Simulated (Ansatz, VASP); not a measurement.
## WSe2: VASP beside Ansatz

```
W Se
1.0
     3.32069    0.00000    0.00000
    -1.66035    2.87581    0.00000
     0.00000    0.00000   15.25733
W Se
2 4
Direct
  0.27562 0.62442 0.25000
  0.66667 0.33333 0.75000
  0.33333 0.66667 0.64002
  0.73384 0.38251 0.14002
  0.33333 0.66667 0.85998
  0.73384 0.38251 0.35998
```

Change from the starting cell: mode 11 (238.8 1/cm) frozen in, largest displacement +0.200 Å.

Alike in both runs: task single point; functional PBE; k mesh 12 × 12 × 2; occupations gaussian, width 0.05 eV; no spin polarisation.

|  | VASP | Ansatz |
| --- | --- | --- |
| version | VASP 6.6.1 | Ansatz 0.2.0 |
| potentials or method | VASP PAW PBE potentials, release 64 (W_sv, Se), cutoff 520 eV | scalar-relativistic, plane waves, PAW |
| valence electrons in the cell | 52 | 92 |

Ansatz gave:

| Quantity | Value |
| --- | --- |
| gap on the k mesh at the Fermi level (eV) | 0.59 |
| least direct gap on the mesh (eV) | 0.84 |
| pressure (GPa) | 3.4 |
| traceless stress, the component that is largest in VASP (GPa) | -3.59 |
| rms of the force components (eV/Å) | 1.974 |

**Question.** Which values does VASP return?

**Answer.** gap on the k mesh at the Fermi level (eV): 0.59; least direct gap on the mesh (eV): 0.84; pressure (GPa): 3.7; traceless stress, the component that is largest in VASP (GPa): -3.66; rms of the force components (eV/Å): 1.986.

Atom by atom the forces differ by 0.023 eV/Å (rms over components). With one functional, cell and mesh, what is left measures potentials, basis and numerics. VASP's potentials hold 52 valence electrons a cell and Ansatz's 92, so a difference there can come from the potentials and not from the codes.

Spin-orbit coupling is off throughout.
